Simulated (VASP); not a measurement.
Set up this calculation in VASP 6.6.1, as the native input.

- Task: single point
- Functional: PBE
- Potentials or basis: VASP PAW PBE potentials, release 64 (Sr_sv)
- Cutoff: 520 eV
- k mesh: 11 × 11 × 11
- Occupations: gaussian, width 0.1 eV
- Spin: no spin polarisation
- Dipole correction: no
- Further INCAR settings: ALGO = Fast; EDIFF = 1e-06; NBANDS = 11

The structure of Sr lies in POSCAR:

```
Sr
1.0
   -2.3801670000      2.4775910000      2.4246930000
    2.3779460000     -2.5185890000      2.4634700000
    2.3656120000      2.5040340000     -2.4656910000
Sr
1
Direct
    0.0136030000      0.0059810000     -0.0139020000
```

One way to write it, as run:

INCAR

```
SYSTEM = Sr
PREC     = Accurate       ! precision mode
ENCUT    = 520            ! plane-wave cutoff, eV
EDIFF    = 1E-6           ! SCF threshold, eV
ISMEAR   = 0              ! smearing method
SIGMA    = 0.1            ! smearing width, eV
LREAL    = .False.        ! projectors in reciprocal space
LASPH    = .True.         ! aspherical terms in the spheres
NELM     = 80             ! most SCF steps
ALGO     = Fast           ! electronic algorithm
ISIF     = 2              ! what is computed and relaxed
LWAVE    = .False.        ! write WAVECAR
LCHARG   = .False.        ! write CHGCAR
GGA      = PE             ! functional
NBANDS   = 11             ! bands
```

KPOINTS

```
regular mesh
0
Gamma
  11 11 11
  0 0 0
```

Potentials or basis: VASP PAW PBE potentials, release 64 (Sr_sv).

The run is started by

```sh
$ cat potpaw_PBE.64/Sr_sv/POTCAR > POTCAR
$ mpirun -np 1 vasp_std > vasp.out
```

It gave:

```yaml
Pressure: -0.7 GPa
Band_gap_on_the_k_mesh: zero (bands 5 and 6 overlap by 0.31 eV)
```

It took 8.6 min on 1 thread of Oxide Virtual Turin-like Processor, with other jobs on the host, peak memory 0.48 GiB.
